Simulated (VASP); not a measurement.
The system is Al.

```
Al
1.0
     3.71573    0.00000    0.00000
    -1.85787    3.21792    0.00000
     0.00000    0.00000    4.21563
Al
3
Direct
  0.22540 0.00000 0.33333
  0.00000 0.22540 0.66667
  0.77460 0.77460 0.00000
```

```yaml
Program: VASP 6.6.1
Task: relaxation of cell and atoms
Functional: PBEsol
Potentials_or_basis: VASP PAW PBE potentials, release 64 (Al)
Cutoff: 600 eV
k_mesh: 6 × 6 × 4
Occupations: gaussian, width 0.1 eV
Spin: no spin polarisation
```

At the start: pressure 42.2 GPa; volume 16.80 Å³/atom.

Problem. Where does the relaxation end?

Solution. Over 13 steps the energy falls by 1638.3 meV/atom and the volume is 19.70 Å³/atom (+17.2 %); space group P3_121 (No. 152, to 0.1 Å) before, R-3m (No. 166, to 0.1 Å).

Step by step:
```tsv
step	energy change (eV)	largest force (eV/Å)	pressure (GPa)	volume (Å³)
1	0.0000	9.4180	42.24	50.41
2	-3.5059	0.0067	-10.00	89.33
3	-4.5219	0.6674	-5.46	68.75
4	-4.5267	0.7325	-5.09	68.22
5	-4.5284	0.8780	-4.27	67.15
6	-4.7271	0.7793	-1.96	62.48
7	-4.8235	0.5151	2.81	56.96
8	-4.8996	0.0983	1.64	57.60
9	-4.9082	0.0888	1.18	57.94
10	-4.9083	0.0723	1.21	57.91
11	-4.9143	0.0107	-0.29	59.36
12	-4.9144	0.0179	-0.11	59.18
13	-4.9148	0.0093	-0.04	59.10
```

Final structure:
```
Al
1.0
     3.87102    0.00000    0.00000
    -1.93551    3.35240    0.00000
     0.00000    0.00000    4.55406
Al
3
Direct
  0.33373 0.00000 0.33333
  0.00000 0.33373 0.66667
  0.66627 0.66627 0.00000
```

Caveat: the k points lie up to 0.34 Å⁻¹ apart in the final cell, too coarse for converged energies and pressures of a metal; the volume moved by over 15 % at a fixed basis, so the end points are rough; the PAW data sets were made with another functional, which shifts forces and pressure a little.
